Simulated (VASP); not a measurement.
# HfSi2O6 (P-3m1) in VASP: single point with PBE

Aim: the single point of HfSi2O6 with PBE.

Everything below comes from runs of VASP 6.6.1. Logs are shortened: lines on timing, memory, paths and dates and some standing lists are left out, and cuts for length are marked.

## 1. The cell of the first run

The structure is trigonal, space group P-3m1 (No. 164). The conventional cell has a = 3.565 Å, b = 3.565 Å, c = 7.471 Å, α = 90.00°, β = 90.00°, γ = 120.00°. Hf (site symmetry -3m) has 8 O at 2.12 to 2.21 Å within 2.8 Å. Within 2.3 Å of Si (site symmetry 3m) lie 8 O at 1.72 to 2.12 Å. O (site symmetry 3m) has 1 Si at 1.82 Å and 3 Hf at 2.21 Å within 2.4 Å. O (site symmetry 3m) has 4 Si at 1.72 to 2.12 Å and 3 O at 2.29 Å within 2.3 Å. Within 2.8 Å of O (site symmetry 3m) lie 3 Si at 2.12 Å and 1 Hf at 2.12 Å and 6 O at 2.29 to 2.45 Å.

## 2. Single point, PBE

Contents of INCAR:

```
SYSTEM = HfSi2O6
ALGO = Normal ; EDIFF = 1E-6
ENCUT = 520 ; GGA = PE
ISIF = 2 ; ISMEAR = 0
LASPH = .True. ; LCHARG = .True.
LELF = .True. ; LREAL = .False.
LVHAR = .True. ; LWAVE = .False.
NBANDS = 37 ; NELM = 60
PREC = Accurate ; SIGMA = 0.02
```

Contents of KPOINTS:

```
k-points
0
Gamma
  12 12 4
  0 0 0
```

Contents of POSCAR:

```
HfSi2O6
1.0
    3.5651384201      0.0000000000      0.0000000000
   -1.7825692100      3.0875004398      0.0000000000
    0.0000000000      0.0000000000      7.4709938241
Hf Si O
1 2 6
Direct
    0.0000000000      0.0000000000      0.0000000000
    0.3333333333      0.6666666667      0.6490447451
    0.6666666667      0.3333333333      0.3509552549
    0.3333333333      0.6666666667      0.8930586846
    0.6666666667      0.3333333333      0.5811305256
    0.0000000000      0.0000000000      0.2838706239
    0.0000000000      0.0000000000      0.7161293761
    0.3333333333      0.6666666667      0.4188694744
    0.6666666667      0.3333333333      0.1069413154
```

Potentials or basis: VASP PAW PBE potentials, release 64 (Hf_pv, Si, O).

Started as:

```console
cat potpaw_PBE.64/Hf_pv/POTCAR potpaw_PBE.64/Si/POTCAR potpaw_PBE.64/O/POTCAR > POTCAR
mpirun -np 1 vasp_std > vasp.out
```

OUTCAR:

```text
SYSTEM = HfSi2O6
   EDIFF = 1E-6
   ENCUT = 520
   GGA = PE
   ISIF = 2
   ISMEAR = 0
   LASPH = .True.
   LREAL = .False.
   NELM = 60
   PREC = Accurate

 ion  position               nearest neighbor table
   1  0.000  0.000  0.000-   6 2.12   7 2.12   4 2.21   9 2.21   4 2.21   9 2.21   9 2.21   4 2.21
                             2 3.33   3 3.33   2 3.33   3 3.33   2 3.33   3 3.33
   2  0.333  0.667  0.649-   8 1.72   4 1.82   7 2.12   7 2.12   7 2.12   5 2.12   5 2.12   5 2.12
                             3 3.03   3 3.03   3 3.03   1 3.33   1 3.33   1 3.33
   3  0.667  0.333  0.351-   5 1.72   9 1.82   6 2.12   6 2.12   6 2.12   8 2.12   8 2.12   8 2.12
                             2 3.03   2 3.03   2 3.03   1 3.33   1 3.33   1 3.33
   4  0.333  0.667  0.893-   2 1.82   1 2.21   1 2.21   1 2.21
   5  0.667  0.333  0.581-   3 1.72   2 2.12   2 2.12   2 2.12
   6  0.000  0.000  0.284-   3 2.12   3 2.12   3 2.12   1 2.12
   7  0.000  0.000  0.716-   2 2.12   2 2.12   2 2.12   1 2.12
   8  0.333  0.667  0.419-   2 1.72   3 2.12   3 2.12   3 2.12
   9  0.667  0.333  0.107-   3 1.82   1 2.21   1 2.21   1 2.21

  LATTYP: Found a hexagonal cell.
 ALAT       =     3.5651384201
 C/A-ratio  =     2.0955690758

  Lattice vectors:

 A1 = (   3.5651384201,   0.0000000000,   0.0000000000)
 A2 = (  -1.7825692100,   3.0875004398,   0.0000000000)
 A3 = (   0.0000000000,   0.0000000000,   7.4709938241)

Analysis of symmetry for initial positions (statically):
=====================================================================
 Subroutine PRICEL returns:
 Original cell was already a primitive cell.

 Routine SETGRP: Setting up the symmetry group for a
 hexagonal supercell.

 Subroutine GETGRP returns: Found 12 space group operations
 (whereof 12 operations were pure point group operations)
 out of a pool of 24 trial point group operations.

The static configuration has the point symmetry D_3d.

Analysis of symmetry for dynamics (positions and initial velocities):
=====================================================================
 Subroutine PRICEL returns:
 Original cell was already a primitive cell.

 Routine SETGRP: Setting up the symmetry group for a
 hexagonal supercell.

 Subroutine GETGRP returns: Found 12 space group operations
 (whereof 12 operations were pure point group operations)
 out of a pool of 24 trial point group operations.

The dynamic configuration has the point symmetry D_3d.

 Subroutine INISYM returns: Found 12 space group operations
 (whereof 12 operations are pure point group operations),
 and found     1 'primitive' translations

----------------------------------------------------------------------------------------

                                     Primitive cell

  volume of cell :      82.2360

  direct lattice vectors                    reciprocal lattice vectors
     3.565138420  0.000000000  0.000000000     0.280494018  0.161943297  0.000000000
    -1.782569210  3.087500440  0.000000000     0.000000000  0.323886594  0.000000000
     0.000000000  0.000000000  7.470993824     0.000000000  0.000000000  0.133851001

  length of vectors
     3.565138420  3.565138420  7.470993824     0.323886594  0.323886594  0.133851001

  position of ions in fractional coordinates (direct lattice)
     0.000000000  0.000000000  0.000000000
     0.333333333  0.666666667  0.649044745
     0.666666667  0.333333333  0.350955255
     0.333333333  0.666666667  0.893058685
     0.666666667  0.333333333  0.581130526
     0.000000000  0.000000000  0.283870624
     0.000000000  0.000000000  0.716129376
     0.333333333  0.666666667  0.418869474
     0.666666667  0.333333333  0.106941315

  ion indices of the primitive-cell ions
   primitive index   ion index
                 1           1
                 2           2
                 3           3
                 4           4
                 5           5
                 6           6
                 7           7
                 8           8
                 9           9

----------------------------------------------------------------------------------------

 KPOINTS: k-points

Automatic generation of k-mesh.
 Grid dimensions read from file:
 generate k-points for:   12   12    4

 Generating k-lattice:

  Cartesian coordinates                     Fractional coordinates (reciprocal lattice)
     0.023374501  0.013495275  0.000000000     0.083333333  0.000000000  0.000000000
     0.000000000  0.026990549  0.000000000     0.000000000  0.083333333  0.000000000
     0.000000000  0.000000000  0.033462750     0.000000000  0.000000000  0.250000000

  Length of vectors
     0.026990549  0.026990549  0.033462750

  Shift w.r.t. Gamma in fractional coordinates (k-lattice)
     0.000000000  0.000000000  0.000000000

 Subroutine IBZKPT returns following result:
 ===========================================

 Found     69 irreducible k-points:

 Following reciprocal coordinates:
            Coordinates               Weight
  0.000000  0.000000  0.000000      1.000000
  0.083333  0.000000  0.000000      6.000000
  0.166667  0.000000  0.000000      6.000000
  0.250000  0.000000  0.000000      6.000000
  0.333333  0.000000  0.000000      6.000000
  0.416667  0.000000  0.000000      6.000000
[... 16 lines left out ...]
  0.166667  0.000000  0.250000      6.000000
  0.000000  0.166667  0.250000      6.000000
 [... further k-points ...]
   k-points           NKPTS =     69   k-points in BZ     NKDIM =     69   number of bands    NBANDS=     37
   number of dos      NEDOS =    301   number of ions     NIONS =      9
   total plane-waves  NPLWV =  43904
   dimension x,y,z NGX =    28 NGY =   28 NGZ =   56
   dimension x,y,z NGXF=    56 NGYF=   56 NGZF=  112
   ions per type =               1   2   6
   NGX,Y,Z   is equivalent  to a cutoff of  13.06, 13.06, 12.46 a.u.
   NGXF,Y,Z  is equivalent  to a cutoff of  26.11, 26.11, 24.92 a.u.
 SYSTEM =  HfSi2O6
   PREC   = accura    normal or accurate (medium, high low for compatibility)
   ISTART =      0    job   : 0-new  1-cont  2-samecut
   ICHARG =      2    charge: 1-file 2-atom 10-const
   ISPIN  =      1    spin polarized calculation?
   LNONCOLLINEAR =      F non collinear calculations
   LSORBIT =      F    spin-orbit coupling
   LASPH  =      T    aspherical Exc in radial PAW
   ENCUT  =  520.0 eV  38.22 Ry    6.18 a.u.   6.63  6.63 13.89*2*pi/ulx,y,z
   NELM   =     60;   NELMIN=  2; NELMDL= -5     # of ELM steps
   EDIFF  = 0.1E-05   stopping-criterion for ELM
   LREAL  =      F    real-space projection
   EDIFFG = 0.1E-04   stopping-criterion for IOM
   NSW    =      0    number of steps for IOM
   IBRION =     -1    ionic relax: 0-MD 1-quasi-New 2-CG
   NFREE  =      0    steps in history (QN), initial steepest desc. (CG)
   ISIF   =      2    stress and relaxation
   ISYM   =      2    0-nonsym 1-usesym 2-fastsym
   POTIM  = 0.5000    time-step for ionic-motion
   TEBEG  =    0.0;   TEEND  =   0.0 temperature during run
   PSTRESS=    0.0 pullay stress
   NELECT =      54.0000    total number of electrons
   NUPDOWN=      -1.0000    fix difference up-down
   EMIN   =  10.00;   EMAX   =-10.00  energy-range for DOS
   EFERMI =   0.00;   METHOD = LEGACY
   ISMEAR =     0;   SIGMA  =   0.02  broadening in eV -4-tet -1-fermi 0-gaus
   EFERMI_NEDOS =   21; number of points for ismear=-14 and -15
   IALGO  =     38    algorithm
   IMIX   =      4    mixing-type and parameters
     AMIX     =   0.40;   BMIX     =  1.00
     AMIX_MAG =   1.60;   BMIX_MAG =  1.00
  volume/ion in A,a.u.               =       9.14        61.66
  Fermi-wavevector in a.u.,A,eV,Ry     =   1.422936  2.688960 27.548368  2.024748
  Thomas-Fermi vector in A             =   2.543587
   LORBIT       =      0    0 simple, 1 ext, 2 COOP (PROOUT), +10 PAW based schemes
   GGA     = PE    functional components
   LHFCALC =     F    Hartree Fock is set to
   AEXX    =    0.0000 exact exchange contribution
   IVDW    =     0    specifies the selected vdW correction
   LEPSILON=     F    determine dielectric tensor
   LRPA    =     F    only Hartree local field effects (RPA)
 non-spin polarized calculation
 Gauss-broadening in eV      SIGMA  =   0.02
  energy-cutoff  :      520.00
  volume of cell :       82.24
 maximum number of plane-waves:      2254
 NGX is ok and might be reduce to    28
   NGX = 13   NGY = 13   NGZ = 27

 number of electron      53.9999986 magnetization

 Free energy of the ion-electron system (eV)
  ---------------------------------------------------
  ext. energy  EPLUGINS =         0.00000000
  ---------------------------------------------------
  free energy    TOTEN  =       -69.83031657 eV

  energy without entropy =      -69.83031657  energy(sigma->0) =      -69.83031657

 E-fermi :   7.1767     XC(G=0): -11.9950

 val. band max:        7.0845713999   @ k =   0.5000   0.0000   0.0000
 cond. band min:       8.9634316245   @ k =   0.5000   0.0000   0.0000
 fundamental gap:      1.8788602246
 Fermi energy:         7.1767087759

 k-point     1 :       0.0000    0.0000    0.0000
  band No.  band energies     occupation
      1     -24.0072      2.00000
      2     -24.0005      2.00000
      3     -24.0005      2.00000
      4     -14.2169      2.00000
      5     -12.9425      2.00000
      6     -12.4147      2.00000
[... 29 lines left out ...]
     36      14.0841      0.00000
     37      15.3177      0.00000

 k-point     2 :       0.0833    0.0000    0.0000
  band No.  band energies     occupation
      1     -24.0264      2.00000
      2     -24.0049      2.00000
      3     -24.0024      2.00000
      4     -14.1446      2.00000
      5     -12.8836      2.00000
      6     -12.4015      2.00000
[... 29 lines left out ...]
     36      14.1935      0.00000
     37      15.7701      0.00000
[... 838 lines left out ...]
     36      14.6035      0.00000
     37      15.2684      0.00000

 k-point    24 :       0.0000    0.1667    0.2500
  band No.  band energies     occupation
      1     -24.0960      2.00000
      2     -24.0167      2.00000
      3     -23.9892      2.00000
      4     -13.8404      2.00000
      5     -13.0489      2.00000
      6     -12.0743      2.00000
[... 29 lines left out ...]
     36      15.1708      0.00000
     37      16.0847      0.00000

 [... further k-points ...]

------------------------ aborting loop because EDIFF is reached ----------------------------------------

  FORCE on cell =-STRESS in cart. coord.  units (eV):
  Direction    XX          YY          ZZ          XY          YZ          ZX
  --------------------------------------------------------------------------------------
  -------------------------------------------------------------------------------------
  Total       -0.7148847     -0.7148847     -0.5193522     -0.0000000     -0.0000000     -0.0000000
  in kB      -13.9278727    -13.9278727    -10.1183740     -0.0000000     -0.0000000     -0.0000000
  external PRESSURE =     -12.6580398 kB  Pullay stress =       0.0000000 kB

 VOLUME and BASIS-vectors are now :
 -----------------------------------------------------------------------------
  energy-cutoff  :      520.00
  volume of cell :       82.24
      direct lattice vectors                 reciprocal lattice vectors
     3.565138420  0.000000000  0.000000000     0.280494018  0.161943297  0.000000000
    -1.782569210  3.087500440  0.000000000     0.000000000  0.323886594  0.000000000
     0.000000000  0.000000000  7.470993824     0.000000000  0.000000000  0.133851001

 POSITION                                       TOTAL-FORCE (eV/Angst)
 -----------------------------------------------------------------------------------
      0.00000      0.00000      0.00000         0.000000      0.000000     -0.000000
     -0.00000      2.05833      4.84901        -0.000000     -0.000000      0.066059
      1.78257      1.02917      2.62198         0.000000      0.000000     -0.066059
     -0.00000      2.05833      6.67204         0.000000     -0.000000      0.140682
      1.78257      1.02917      4.34162         0.000000     -0.000000      0.060941
      0.00000      0.00000      2.12080         0.000000      0.000000     -0.129254
      0.00000      0.00000      5.35020         0.000000     -0.000000      0.129254
     -0.00000      2.05833      3.12937        -0.000000      0.000000     -0.060941
      1.78257      1.02917      0.79896        -0.000000      0.000000     -0.140682
 -----------------------------------------------------------------------------------
    total drift:                               -0.000000      0.000000     -0.000000

  FREE ENERGIE OF THE ION-ELECTRON SYSTEM (eV)
  ---------------------------------------------------
  free  energy   TOTEN  =       -69.8303165735 eV

  energy  without entropy=      -69.8303165735  energy(sigma->0) =      -69.83031657
```

Wall time 6.8 min (1 thread of AMD EPYC 7R13, shared host); peak memory 0.29 GiB.

What came out:

```
Free energy            : -69.8303 eV
Pressure               : -1.3 GPa
Largest force          : 0.141 eV/Å
Band gap on the k mesh : 1.88 eV, direct
```

Forces in eV/Å, atoms in the order of the input:
```
Hf   0.000  0.000  0.000
Si   0.000  0.000  0.066
Si   0.000  0.000 -0.066
O    0.000  0.000  0.141
O    0.000  0.000  0.061
O    0.000  0.000 -0.129
O    0.000  0.000  0.129
O    0.000  0.000 -0.061
O    0.000  0.000 -0.141
```

Caveat: spin-orbit coupling is left out, which moves the levels of the heavy elements.
